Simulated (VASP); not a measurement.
The system is HfMoSe4.

```
Hf Mo Se
1.0
     0.00000    4.30556    4.30556
     4.30556    0.00000    4.30556
     4.30556    4.30556    0.00000
Hf Mo Se
1 1 4
Direct
  0.25000 0.25000 0.25000
  0.75000 0.75000 0.75000
  0.59326 0.59326 0.59326
  0.59326 0.59326 0.22021
  0.59326 0.22021 0.59326
  0.22021 0.59326 0.59326
```

The cell was built from a structure type or drawn by symmetry, and may not be a known phase.

```yaml
Program: VASP 6.6.1
Task: relaxation of cell and atoms
Functional: PBE
Potentials_or_basis: VASP PAW PBE potentials, release 64 (Hf_pv, Mo_sv, Se)
Cutoff: 600 eV
k_mesh: 4 × 4 × 4
Occupations: gaussian, width 0.1 eV
Spin: collinear spin
Starting_moments: "[0.0, 1.0, 0.0, 0.0, 0.0, 0.0] μB"
```

At the start: pressure 21.8 GPa; volume 26.61 Å³/atom.

Problem. Where does the relaxation end?

Solution. Over 7 steps the energy falls by 1171.4 meV/atom and the volume is 38.45 Å³/atom (+44.5 %); space group F-43m (No. 216, to 0.1 Å) before and after; moment 0.47 μB per cell.

The path:
```
step  energy change (eV)  largest force (eV/Å)  pressure (GPa)  volume (Å³)
   1              0.0000               10.5325           21.77       159.63
   2             -5.1877                5.1866            6.77       258.57
   3             -6.6099                1.7620            5.89       207.31
   4             -6.5989                2.0917            5.76       211.06
   5             -6.5331                1.6415           -4.19       256.97
   6             -7.0279                0.0776           -0.11       231.24
   7             -7.0282                0.0357            0.00       230.73
```

Final structure:
```
Hf Mo Se
1.0
     0.00000    4.86807    4.86807
     4.86807    0.00000    4.86807
     4.86807    4.86807    0.00000
Hf Mo Se
1 1 4
Direct
  0.25000 0.25000 0.25000
  0.75000 0.75000 0.75000
  0.61298 0.61298 0.61298
  0.61298 0.61298 0.16107
  0.61298 0.16107 0.61298
  0.16107 0.61298 0.61298
```

Caveat: the volume moved by over 15 % at a fixed basis, so the end points are rough.
